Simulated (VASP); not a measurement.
# La3LuO2 (P4mm) in VASP: notebook, part 2 of 2

VASP 6.6.1. Earlier steps stand in the parts before.

## Step 3: Single point, PBE

This run uses another cell than the first one, of 29.99 Å³/atom.

INCAR

```
PREC = Accurate ; ENCUT = 520
EDIFF = 1E-7 ; ISMEAR = 0
SIGMA = 0.1 ; LREAL = False
LASPH = True ; NELM = 60
ALGO = Normal ; ISIF = 2
LWAVE = False ; LCHARG = False
GGA = PE ; NBANDS = 44
```

KPOINTS

```
Automatic mesh
0
Gamma
  8 8 4
```

POSCAR

```
La3LuO2
1.0
    4.4184917702      0.0000000000      0.0000000000
    0.0000000000      4.4184917702      0.0000000000
    0.0000000000      0.0000000000      9.2182243057
La Lu O
3 1 2
Direct
    0.5000000000      0.0000000000      0.9321644815
    0.0000000000      0.5000000000      0.9321644815
    0.0000000000      0.0000000000      0.3478481088
    0.5000000000      0.5000000000      0.5758391544
    0.5000000000      0.5000000000      0.3632448049
    0.0000000000      0.0000000000      0.8487389987
```

Potentials or basis: VASP PAW PBE potentials, release 64 (La, Lu, O).

Run with:

```sh
$ cat potpaw_PBE.64/La/POTCAR potpaw_PBE.64/Lu/POTCAR potpaw_PBE.64/O/POTCAR > POTCAR
$ mpirun -np 1 vasp_std > vasp.out
```

OUTCAR:

```text
PREC = Accurate
   ENCUT = 520
   EDIFF = 1E-7
   ISMEAR = 0
   LREAL = False
   LASPH = True
   NELM = 60
   ISIF = 2
   GGA = PE

 ion  position               nearest neighbor table
   1  0.500  0.000  0.932-   6 2.34   6 2.34   2 3.12   2 3.12   2 3.12   2 3.12
   2  0.000  0.500  0.932-   6 2.34   6 2.34   1 3.12   1 3.12   1 3.12   1 3.12
   3  0.000  0.000  0.348-
   4  0.500  0.500  0.576-   5 1.96
   5  0.500  0.500  0.363-   4 1.96
   6  0.000  0.000  0.849-   1 2.34   2 2.34   2 2.34   1 2.34

  LATTYP: Found a simple tetragonal cell.
 ALAT       =     4.4184917702
 C/A-ratio  =     2.0862830090

  Lattice vectors:

 A1 = (   4.4184917702,   0.0000000000,   0.0000000000)
 A2 = (   0.0000000000,   4.4184917702,   0.0000000000)
 A3 = (   0.0000000000,   0.0000000000,   9.2182243057)

Analysis of symmetry for initial positions (statically):
=====================================================================
 Subroutine PRICEL returns:
 Original cell was already a primitive cell.

[... 174 lines left out ...]
  free energy    TOTEN  =       -35.76004374 eV

  energy without entropy =      -35.72665476  energy(sigma->0) =      -35.74334925

 E-fermi :   5.2781     XC(G=0):  -9.0785

 val. band max:        5.2752439378   @ k =   0.5000   0.1250   0.0000
 cond. band min:       5.2878172967   @ k =   0.2500   0.2500   0.2500
 fundamental gap:      0.0125733589
 Fermi energy:         5.2780520594

 k-point     1 :       0.0000    0.0000    0.0000
  band No.  band energies     occupation
      1     -51.2495      2.00000
      2     -28.5877      2.00000
      3     -27.7320      2.00000
      4     -26.7880      2.00000
      5     -22.0655      2.00000
      6     -21.9993      2.00000
[... 1117 lines left out ...]
     43       6.2780      0.00000
     44       6.3165      0.00000

 [... further k-points ...]
[... 5 lines left out ...]
  --------------------------------------------------------------------------------------
  -------------------------------------------------------------------------------------
  Total       -0.0954907     -0.0954907      0.3020533      0.0000000      0.0000000      0.0000000
  in kB       -0.8501124     -0.8501124      2.6890492      0.0000000      0.0000000      0.0000000
  external PRESSURE =       0.3296082 kB  Pullay stress =       0.0000000 kB

 VOLUME and BASIS-vectors are now :
 -----------------------------------------------------------------------------
  energy-cutoff  :      520.00
  volume of cell :      179.97
      direct lattice vectors                 reciprocal lattice vectors
     4.418491770  0.000000000  0.000000000     0.226321571  0.000000000  0.000000000
     0.000000000  4.418491770  0.000000000     0.000000000  0.226321571  0.000000000
     0.000000000  0.000000000  9.218224306     0.000000000  0.000000000  0.108480762

 POSITION                                       TOTAL-FORCE (eV/Angst)
 -----------------------------------------------------------------------------------
      2.20925      0.00000      8.59290        -0.000000     -0.000000     -0.008559
      0.00000      2.20925      8.59290         0.000000     -0.000000     -0.008559
      0.00000      0.00000      3.20654         0.000000     -0.000000     -0.000691
      2.20925      2.20925      5.30821        -0.000000      0.000000      0.195651
      2.20925      2.20925      3.34847        -0.000000     -0.000000     -0.198287
      0.00000      0.00000      7.82387        -0.000000     -0.000000      0.020444
 -----------------------------------------------------------------------------------
    total drift:                                0.000000      0.000000     -0.001977

  FREE ENERGIE OF THE ION-ELECTRON SYSTEM (eV)
  ---------------------------------------------------
  free  energy   TOTEN  =       -35.7600437373 eV

  energy  without entropy=      -35.7266547569  energy(sigma->0) =      -35.74334925
```

OSZICAR:

```text
N       E                     dE             d eps       ncg     rms          rms(c)
DAV:   1     0.906773427315E+03    0.90677E+03   -0.25066E+04  4548   0.342E+03
DAV:   2     0.230205162267E+03   -0.67657E+03   -0.64541E+03  5752   0.520E+02
[... 14 lines left out ...]
DAV:  17    -0.357600633867E+02   -0.34462E-04   -0.21007E-04  7372   0.746E-02    0.261E-02
DAV:  18    -0.357600543804E+02    0.90063E-05   -0.94343E-05  7360   0.829E-02    0.179E-02
DAV:  19    -0.357600439463E+02    0.10434E-04   -0.36001E-05  6624   0.482E-02    0.613E-03
DAV:  20    -0.357600435201E+02    0.42628E-06   -0.14726E-05  7656   0.208E-02    0.248E-03
DAV:  21    -0.357600435481E+02   -0.28083E-07   -0.19492E-06  6656   0.117E-02    0.148E-03
DAV:  22    -0.357600437249E+02   -0.17671E-06   -0.30471E-07  4960   0.474E-03    0.662E-04
DAV:  23    -0.357600437373E+02   -0.12486E-07   -0.50490E-08  3632   0.323E-03
   1 F= -.35760044E+02 E0= -.35743349E+02  d E =-.333890E-01
```

Run time: 11 min. Hardware: 1 thread of Intel Xeon Platinum 8488C (Sapphire Rapids), shared host; peak memory 0.53 GiB.

Results:

| Quantity | Value |
| --- | --- |
| Free energy | -35.7600 eV |
| Pressure | 0.0 GPa |
| Largest force | 0.198 eV/Å |
| Band gap on the k mesh | zero (bands 35 and 36 overlap by 0.96 eV) |

Forces on the atoms (eV/Å):
```
La   0.000  0.000 -0.009
La   0.000  0.000 -0.009
La   0.000  0.000 -0.001
Lu   0.000  0.000  0.196
O    0.000  0.000 -0.198
O    0.000  0.000  0.020
```

Caveat: spin-orbit coupling is left out, which moves the levels of the heavy elements.

The gap in the log of VASP goes by the Fermi energy; the results here count the filled bands.